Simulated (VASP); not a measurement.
Input of a VASP 6.6.1 run:

File INCAR:

```
SYSTEM = Te2Mo
PREC = Accurate
ENCUT = 520
EDIFF = 1E-7
ISMEAR = 0
SIGMA = 0.01
LREAL = .False.
LASPH = .True.
NELM = 80
ALGO = Normal
ISIF = 2
LWAVE = .False.
LCHARG = .True.
GGA = PE
LELF = .True.
LVHAR = .True.
NBANDS = 20
```

Contents of KPOINTS:

```
Automatic mesh
0
Gamma
  6 6 6
  0 0 0
```

POSCAR

```
Te2Mo
1.0
    1.7734078919      1.0238775238      7.1041367115
   -1.7734078919      1.0238775238      7.1041367115
    0.0000000000     -2.0477550476      7.1041367115
Mo Te
1 2
Direct
   -0.0000368534     -0.0000368534     -0.0000368534
    0.4174226661      0.4174226661      0.4174226661
    0.2492808540      0.2492808540      0.2492808540
```

Potentials or basis: VASP PAW PBE potentials, release 64 (Mo_sv, Te).

Run with:

```sh
$ cat potpaw_PBE.64/Mo_sv/POTCAR potpaw_PBE.64/Te/POTCAR > POTCAR
$ mpirun -np 1 vasp_std > vasp.out
```

Estimate the pressure.

1.9 GPa.

Predict the largest force.

0.219 eV/Å.

Forces in eV/Å, atoms in the order of the input:
```
Mo   0.000  0.000  0.003
Te   0.000  0.000  0.216
Te   0.000  0.000 -0.219
```
